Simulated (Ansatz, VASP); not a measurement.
# PtS2 in VASP and in Ansatz

```
Pt S
1.0
     3.54320    0.00000    0.00000
    -1.77160    3.06850    0.00000
     0.00000    0.00000    5.03880
Pt S
1 2
Direct
  0.00000 0.00000 0.00000
  0.33333 0.66667 0.24490
  0.66667 0.33333 0.75510
```

Alike in both runs: task electric field gradients; functional PBE; k mesh 9 × 9 × 6; occupations fermi-dirac, width 0.02 eV; non-collinear spin, spin-orbit coupling.

|  | VASP | Ansatz |
| --- | --- | --- |
| version | VASP 6.6.1 | Ansatz 0.2.0 |
| potentials or method | VASP PAW PBE potentials, release 64 (Pt, S) | plane-wave PAW |
| plane-wave cutoff (eV) | 520 | 420 |
| valence electrons in the cell | 22 | 30 |

VASP gave:

| Item | Value |
| --- | --- |
| pressure (GPa) | 4.0 |
| traceless stress, the component that is largest in VASP (GPa) | -1.26 |
| rms of the force components (eV/Å) | 0.003 |
| net moment per atom (μB) | 0.00 |
| size of Vzz on the site where it differs most (V/Å²) | 141.9 |

Estimate Ansatz's values.

pressure (GPa): 4.3; traceless stress, the component that is largest in VASP (GPa): -1.38; rms of the force components (eV/Å): 0.008; net moment per atom (μB): 0.00; size of Vzz on the site where it differs most (V/Å²): 88.4.

Atom by atom the forces differ by 0.011 eV/Å (rms over components). VASP's potentials hold 22 valence electrons a cell and Ansatz's 30, so a difference there can come from the potentials and not from the codes.
